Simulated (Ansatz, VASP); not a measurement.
Two plane-wave programs on Rb2Hg

```
Rb Hg
1.0
     0.00000    4.47332    4.47332
     4.47332    0.00000    4.47332
     4.47332    4.47332    0.00000
Rb Hg
2 1
Direct
  0.25000 0.25000 0.25000
  0.75000 0.75000 0.75000
  0.50000 0.50000 0.50000
```

Alike in both runs: functional PBE; k mesh 10 × 10 × 10; occupations gaussian, width 0.1 eV; no spin polarisation.

Ansatz relaxed the structure, and its values are those at the end. VASP's run is a single point on that final structure, the one shown.

```csv
,VASP,Ansatz
version,VASP 6.6.1,Ansatz 0.2.0
potentials or method,"VASP PAW PBE potentials, release 64 (Rb_sv, Hg), cutoff 520 eV","scalar-relativistic, plane waves, PAW"
valence electrons in the cell,30,38
```

```csv
,VASP,Ansatz,Ansatz less VASP
gap on the k mesh at the Fermi level (eV),none,none,-
pressure (GPa),0.0,0.0,+0.01
```

A gap of «none» marks a metal or a gap that the smearing closes. The functional is the same, so the differences come from potentials, cutoffs and numerics. VASP's potentials hold 30 valence electrons a cell and Ansatz's 38, so a difference there can come from the potentials and not from the codes.

Spin-orbit coupling is off throughout.
